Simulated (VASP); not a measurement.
A run of VASP 6.6.1 is set up as follows.

INCAR

```
SYSTEM = Hf
PREC     = Accurate       ! precision mode
ENCUT    = 520            ! plane-wave cutoff, eV
EDIFF    = 1E-6           ! SCF threshold, eV
ISMEAR   = -1             ! smearing method
SIGMA    = 0.03           ! smearing width, eV
LREAL    = .False.        ! projectors in reciprocal space
LASPH    = .True.         ! aspherical terms in the spheres
NELM     = 100            ! most SCF steps
ALGO     = Normal         ! electronic algorithm
ISIF     = 2              ! what is computed and relaxed
LWAVE    = .False.        ! write WAVECAR
LCHARG   = .False.        ! write CHGCAR
NBANDS   = 11             ! bands
```

KPOINTS

```
Automatic mesh
0
Gamma
  13 13 13
  0 0 0
```

POSCAR

```
Hf
1.0
    0.0000000000      2.1756000000      2.2200000000
    2.1756000000      0.0000000000      2.2200000000
    2.1756000000      2.1756000000      0.0000000000
Hf
1
Direct
    0.0000000000      0.0000000000      0.0000000000
```

Potentials or basis: VASP PAW LDA potentials, release 64 (Hf_pv).

Launch:

```console
$ cat potpaw_LDA.64/Hf_pv/POTCAR > POTCAR
$ mpirun -np 1 vasp_std > vasp.out
```

**Question.** Predict the pressure.

**Answer.** -1.2 GPa.

**Question.** Estimate the band gap on the k mesh.

**Answer.** Zero (band 5 reaches 6.25 eV, above the bottom of band 6 at 4.40 eV).

Stress tensor (GPa, compression positive):
```
-0.98  0.00  0.00
 0.00 -0.98  0.00
 0.00  0.00 -1.73
```

Caveat: the cell differs from its parent crystal (equal xx and yy strain of -2 %); spin-orbit coupling is left out, which moves the levels of the heavy elements.
